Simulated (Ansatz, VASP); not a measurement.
# AlP: VASP beside Ansatz

```
CELL_PARAMETERS angstrom
0.00000 2.73500 2.73500
2.73500 0.00000 2.73500
2.73500 2.73500 0.00000
ATOMIC_POSITIONS crystal
Al 0.00000 0.00000 0.00000
P 0.25000 0.25000 0.25000
```

Alike in both runs: task single point; functional PBE; dispersion D3(BJ); k mesh 6 × 6 × 6; occupations gaussian, width 0.1 eV; no spin polarisation.

```csv
,VASP,Ansatz
version,VASP 6.6.1,Ansatz 0.2.0
potentials or method,"VASP PAW PBE potentials, release 64 (Al, P), cutoff 500 eV","scalar-relativistic, plane waves, PAW"
valence electrons in the cell,8,8
```

|  | VASP | Ansatz | Ansatz less VASP |
| --- | --- | --- | --- |
| gap on the k mesh at the Fermi level (eV) | 1.59 | 1.59 | +0.002 |
| least direct gap on the mesh (eV) | 3.26 | 3.26 | +0.003 |
| pressure (GPa) | -0.9 | -0.8 | +0.08 |
